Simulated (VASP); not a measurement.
Crystal: MgZn3O4.

```xyz
8
Lattice="4.5983 0.0000 0.0000 0.0000 4.5983 0.0000 0.0000 0.0000 4.5983" Properties=species:S:1:pos:R:3 pbc="T T T"
Mg    2.2991    2.2991    2.2991
Zn    2.2991    0.0000    0.0000
Zn    0.0000    0.0000    2.2991
Zn    0.0000    2.2991    0.0000
O     1.1496    3.4487    1.1496
O     1.1496    1.1496    3.4487
O     3.4487    3.4487    3.4487
O     3.4487    1.1496    1.1496
```

| Property | Result |
| --- | --- |
| Program | VASP 6.6.1 |
| Task | relaxation of cell and atoms |
| Functional | PBE |
| Potentials or basis | VASP PAW PBE potentials, release 64 (Mg, Zn, O) |
| Cutoff | 600 eV |
| k mesh | 6 × 6 × 6 |
| Occupations | gaussian, width 0.02 eV |
| Spin | no spin polarisation |

At the start: pressure 1.8 GPa; volume 12.15 Å³/atom.

**Question.** Where does the relaxation end?

**Answer.** Over 5 steps the energy falls by 2.1 meV/atom and the volume is 12.32 Å³/atom (+1.4 %); space group P-43m (No. 215, to 0.05 Å).

The path:
```tsv
step	energy change (eV)	largest force (eV/Å)	pressure (GPa)	volume (Å³)
1	0.0000	0.2795	1.76	97.23
2	-0.0146	0.0565	-0.81	99.12
3	-0.0151	0.0909	-0.36	98.82
4	-0.0151	0.0862	-0.40	98.85
5	-0.0165	0.0099	0.00	98.56
```

Final structure:
```xyz
8
Lattice="4.6192 0.0000 0.0000 0.0000 4.6192 0.0000 0.0000 0.0000 4.6192" Properties=species:S:1:pos:R:3 pbc="T T T"
Mg    2.3096    2.3096    2.3096
Zn    2.3096    0.0000    4.6192
Zn    0.0000    0.0000    2.3096
Zn    0.0000    2.3096    4.6192
O     1.1645    3.4548    1.1645
O     1.1645    1.1645    3.4548
O     3.4548    3.4548    3.4548
O     3.4548    1.1645    1.1645
```
